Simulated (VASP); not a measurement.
A run of VASP 6.6.1:

File POSCAR:

```
RbBr
1.0
    4.1279266072      0.0000000000      0.0000000000
    0.0000000000      4.1279266072      0.0000000000
    0.0000000000      0.0000000000      4.1279266072
Rb Br
1 1
Direct
    0.0000000000      0.0000000000      0.0000000000
    0.5000000000      0.5000000000      0.5000000000
```

The input INCAR.step1:

```
ALGO     = Normal         # electronic algorithm
EDIFF    = 1E-4           # SCF threshold, eV
ENCUT    = 520            # plane-wave cutoff, eV
GGA      = PE             # functional
ISMEAR   = -1             # smearing method
LASPH    = True           # aspherical terms in the spheres
LCHARG   = False          # write CHGCAR
LREAL    = False          # projectors in reciprocal space
LWAVE    = True           # write WAVECAR
NBANDS   = 15             # bands
NELM     = 100            # most SCF steps
PREC     = Accurate       # precision mode
SIGMA    = 0.02           # smearing width, eV
```

The input INCAR.step2:

```
ALGO     = Normal         # electronic algorithm
EDIFF    = 1E-6           # SCF threshold, eV
ENCUT    = 520            # plane-wave cutoff, eV
ISIF     = 2              # what is computed and relaxed
ISMEAR   = -1             # smearing method
ISTART   = 1            
LASPH    = True           # aspherical terms in the spheres
LCHARG   = False          # write CHGCAR
LMIXTAU  = True         
LREAL    = False          # projectors in reciprocal space
LWAVE    = False          # write WAVECAR
METAGGA  = R2SCAN         # meta-GGA
NBANDS   = 15             # bands
NELM     = 100            # most SCF steps
PREC     = Accurate       # precision mode
SIGMA    = 0.02           # smearing width, eV
```

File KPOINTS:

```
k-points
0
Gamma
  6 6 6
```

Potentials or basis: VASP PAW PBE potentials, release 64 (Rb_sv, Br).

Run with:

```bash
$ cat potpaw_PBE.64/Rb_sv/POTCAR potpaw_PBE.64/Br/POTCAR > POTCAR
$ cp INCAR.step1 INCAR
$ mpirun -np 1 vasp_std > vasp.out
$ cp INCAR.step2 INCAR
$ mpirun -np 1 vasp_std > vasp.out
```

Hardware: 1 thread of AMD EPYC 9R45 96-Core Processor (Zen 5), on a shared host.

Question: Estimate the wall time of this run.

Answer: It took 42 s on 1 thread of AMD EPYC 9R45 96-Core Processor (Zen 5), with other jobs on the host, peak memory 0.16 GiB. Counts: k points 20.
